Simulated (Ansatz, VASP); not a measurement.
**W: VASP beside Ansatz**

Contents of POSCAR:

```
W
1.0
   -1.5973000000      1.5973000000      1.5573675000
    1.5973000000     -1.5973000000      1.5573675000
    1.5973000000      1.5973000000     -1.5573675000
W
1
Direct
    0.0000000000      0.0000000000      0.0000000000
```

The input INCAR.step1:

```
ALGO     = Normal         # electronic algorithm
EDIFF    = 1E-4           # SCF threshold, eV
ENCUT    = 520            # plane-wave cutoff, eV
GGA      = PE             # functional
ISMEAR   = 0              # smearing method
LASPH    = True           # aspherical terms in the spheres
LCHARG   = False          # write CHGCAR
LREAL    = False          # projectors in reciprocal space
LWAVE    = True           # write WAVECAR
NBANDS   = 13             # bands
NELM     = 80             # most SCF steps
PREC     = Accurate       # precision mode
SIGMA    = 0.15           # smearing width, eV
```

File INCAR.step2:

```
ALGO     = Normal         # electronic algorithm
EDIFF    = 1E-6           # SCF threshold, eV
ENCUT    = 520            # plane-wave cutoff, eV
ISIF     = 2              # what is computed and relaxed
ISMEAR   = 0              # smearing method
ISTART   = 1            
LASPH    = True           # aspherical terms in the spheres
LCHARG   = False          # write CHGCAR
LMIXTAU  = True         
LREAL    = False          # projectors in reciprocal space
LWAVE    = False          # write WAVECAR
METAGGA  = R2SCAN         # meta-GGA
NBANDS   = 13             # bands
NELM     = 80             # most SCF steps
PREC     = Accurate       # precision mode
SIGMA    = 0.15           # smearing width, eV
```

KPOINTS

```
k-points
0
Gamma
  20 20 20
```

Input for Ansatz:

```yaml
crystal:
  lattice:
    - [-1.5973, 1.5973, 1.5573675]
    - [1.5973, -1.5973, 1.5573675]
    - [1.5973, 1.5973, -1.5573675]
  atoms:
    - { symbol: W, position: [0.0, 0.0, 0.0] }
basis:
  ecutwfc: 500
kpoints:
  mp_grid: { grid: [20, 20, 20] }
hamiltonian:
  xc: r2scan
scf:
  occupations: { method: gaussian, width: 0.15 }
output:
  forces: true
  stress: true
  eigenvalues: true
```

Change from the starting cell: strain +0.000 along x and y, -0.025 along z, atoms carried along.

Alike in both runs: task single point; functional r2SCAN; k mesh 20 × 20 × 20; occupations gaussian, width 0.15 eV; no spin polarisation.

```csv
,VASP,Ansatz
version,VASP 6.6.1,Ansatz 0.2.0
potentials or method,"VASP PAW PBE potentials, release 64 (W_sv), cutoff 520 eV","scalar-relativistic, plane waves, PAW"
valence electrons in the cell,14,14
```

|  | VASP | Ansatz | Ansatz less VASP |
| --- | --- | --- | --- |
| gap on the k mesh at the Fermi level (eV) | none | none | - |
| pressure (GPa) | 1.6 | 0.4 | -1.23 |
| traceless stress, the component that is largest in VASP (GPa) | 6.33 | 6.36 | +0.031 |

VASP's potentials were made for PBE, not for r2SCAN. A gap of «none» marks a metal or a gap that the smearing closes.

Spin-orbit coupling is off throughout.
